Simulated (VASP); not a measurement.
A run of VASP 6.6.1 is set up as follows.

File INCAR:

```
SYSTEM = Ni
PREC     = Accurate       ! precision mode
ENCUT    = 520            ! plane-wave cutoff, eV
EDIFF    = 1E-6           ! SCF threshold, eV
ISMEAR   = -1             ! smearing method
SIGMA    = 0.1            ! smearing width, eV
LREAL    = .False.        ! projectors in reciprocal space
LASPH    = .True.         ! aspherical terms in the spheres
NELM     = 150            ! most SCF steps
ALGO     = Normal         ! electronic algorithm
ISIF     = 2              ! what is computed and relaxed
LWAVE    = .False.        ! write WAVECAR
LCHARG   = .False.        ! write CHGCAR
ISPIN    = 2              ! spin polarisation
MAGMOM   = 1.5            ! initial moments
LORBIT   = 11             ! projections on sites
LMAXMIX  = 4              ! l up to which the mixer works
NBANDS   = 15             ! bands
```

The input KPOINTS:

```
Automatic mesh
0
Gamma
  16 16 16
  0 0 0
```

File POSCAR:

```
Ni
1.0
    0.0000000000      1.7851210142      1.7851210142
    1.7851210142      0.0000000000      1.7851210142
    1.7851210142      1.7851210142      0.0000000000
Ni
1
Direct
    0.0000000000      0.0000000000      0.0000000000
```

Potentials or basis: VASP PAW LDA potentials, release 64 (Ni).

Run with:

```bash
$ cat potpaw_LDA.64/Ni/POTCAR > POTCAR
$ mpirun -np 1 vasp_std > vasp.out
```

(1) What does it give for the site moments?

(2) What does it give for the pressure?

Results:

(1) Ni +0.59 μB.

(2) -23.0 GPa.
